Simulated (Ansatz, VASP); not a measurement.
# Two plane-wave programs on CO2

The input INCAR:

```
  PREC = Accurate
  ENCUT = 520
  EDIFF = 1E-8
  ISMEAR = -1
  SIGMA = 0.02
  LREAL = F
  LASPH = T
  NELM = 60
  ALGO = Normal
  ISIF = 2
  LWAVE = F
  LCHARG = F
  GGA = PE
  LEFG = T
  NBANDS = 44
```

The input KPOINTS:

```
regular mesh
0
Gamma
  5 4 5
```

File POSCAR:

```
CO2
1.0
    4.2853887488      0.0000000000      0.0000000000
    0.0000000000      6.0284087945      0.0000000000
    0.0000000000      0.0000000000      4.2270874954
C O
4 8
Direct
    0.0000000000      0.3639848549      0.2500000000
    0.5000000000      0.1360151451      0.7500000000
    0.0000000000      0.6360151451      0.7500000000
    0.5000000000      0.8639848549      0.2500000000
    0.2320199740      0.3691155835      0.3845544059
    0.2679800260      0.1308844165      0.8845544059
    0.7320199740      0.1308844165      0.6154455941
    0.7679800260      0.3691155835      0.1154455941
    0.7679800260      0.6308844165      0.6154455941
    0.7320199740      0.8691155835      0.1154455941
    0.2679800260      0.8691155835      0.3845544059
    0.2320199740      0.6308844165      0.8845544059
```

Input for Ansatz:

```yaml
crystal:
  lattice:
    - [4.2853887488, 0.0, 0.0]
    - [0.0, 6.0284087945, 0.0]
    - [0.0, 0.0, 4.2270874954]
  atoms:
    - { symbol: C, position: [0.0, 0.3639848549, 0.25] }
    - { symbol: C, position: [0.5, 0.1360151451, 0.75] }
    - { symbol: C, position: [0.0, 0.6360151451, 0.75] }
    - { symbol: C, position: [0.5, 0.8639848549, 0.25] }
    - { symbol: O, position: [0.232019974, 0.3691155835, 0.3845544059] }
    - { symbol: O, position: [0.267980026, 0.1308844165, 0.8845544059] }
    - { symbol: O, position: [0.732019974, 0.1308844165, 0.6154455941] }
    - { symbol: O, position: [0.767980026, 0.3691155835, 0.1154455941] }
    - { symbol: O, position: [0.767980026, 0.6308844165, 0.6154455941] }
    - { symbol: O, position: [0.732019974, 0.8691155835, 0.1154455941] }
    - { symbol: O, position: [0.267980026, 0.8691155835, 0.3845544059] }
    - { symbol: O, position: [0.232019974, 0.6308844165, 0.8845544059] }
kpoints:
  mp_grid: { grid: [5, 4, 5] }
scf:
  occupations: { method: fermi_dirac, width: 0.02 }
hamiltonian:
  xc: pbe
  pseudopotentials: { kind: paw }
output:
  forces: true
  stress: true
  populations: true
  efg: { quadrupole_moments_barn: { O: -0.02558 }, contact_densities: true }
  write_density: true
  write_potential: true
  elf: true
  volumetric_format: npy
```

Change from the starting cell: volume scaled by 0.96.

Alike in both runs: task electric field gradients; functional PBE; k mesh 5 × 4 × 5; occupations fermi-dirac, width 0.02 eV; no spin polarisation.

|  | VASP | Ansatz |
| --- | --- | --- |
| version | VASP 6.6.1 | Ansatz 0.2.0 |
| potentials or method | VASP PAW PBE potentials, release 64 (C, O) | plane-wave PAW, scalar-relativistic |
| plane-wave cutoff (eV) | 520 | 420 |
| valence electrons in the cell | 64 | 64 |

```csv
,VASP,Ansatz,Ansatz less VASP
gap on the k mesh at the Fermi level (eV),7.14,7.16,+0.014
pressure (GPa),34.0,31.2,-2.83
"traceless stress, the component that is largest in VASP (GPa)",-13.32,-9.96,+3.357
rms of the force components (eV/Å),1.144,0.788,-0.3560
size of Vzz on the site where it differs most (V/Å²),52.1,30.6,-21.44
```

Atom by atom the forces differ by 0.356 eV/Å (rms over components). Both programs put the cell under a high pressure, so it lies far from rest at this level. The functional is the same, so the differences come from potentials, cutoffs and numerics.

Noted on VASP's run: the standard files for N, O and F lose accuracy on very short bonds.
